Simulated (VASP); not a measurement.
Set up this calculation in VASP 6.6.1, as the native input.

* Task: single point
* Functional: PBEsol
* Potentials or basis: VASP PAW PBE potentials, release 64 (Cu)
* Cutoff: 600 eV
* k mesh: 12 × 12 × 4
* Occupations: fermi-dirac, width 0.05 eV
* Spin: no spin polarisation
* Dipole correction: no
* Further INCAR settings: ALGO = Normal; EDIFF = 1e-06; NBANDS = 30

The structure of Cu lies in POSCAR:

```
Cu
1.0
    2.5231934523      0.0000000000      0.0000000000
   -1.2615967262      2.1851496284      0.0000000000
    0.0000000000      0.0000000000      8.2155654620
Cu
4
Direct
    0.6666666667      0.3333333333      0.7500000000
    0.0000000000      0.0000000000      0.5000000000
    0.3333333333      0.6666666667      0.2500000000
    0.0000000000      0.0000000000      0.0000000000
```

One way to write it, as run:

INCAR

```
  PREC = Accurate
  ENCUT = 600
  EDIFF = 1E-6
  ISMEAR = -1
  SIGMA = 0.05
  LREAL = False
  LASPH = True
  NELM = 120
  ALGO = Normal
  ISIF = 2
  LWAVE = False
  LCHARG = True
  GGA = PS
  LELF = True
  LVHAR = True
  NBANDS = 30
  GGA_COMPAT = False
```

KPOINTS

```
Automatic mesh
0
Gamma
  12 12 4
```

Potentials or basis: VASP PAW PBE potentials, release 64 (Cu).

Launch:

```bash
$ cat potpaw_PBE.64/Cu/POTCAR > POTCAR
$ mpirun -np 1 vasp_std > vasp.out
```

It gave:

```
Pressure               : 1.4 GPa
Band gap on the k mesh : zero (band 22 reaches 11.33 eV, above the bottom of band 23 at 6.10 eV)
```

Caveat: the PAW data sets were made with another functional, which shifts forces and pressure a little.

It took 74 s on 1 thread of AMD EPYC 9R45 (Zen 5), with other jobs on the host, peak memory 0.18 GiB.
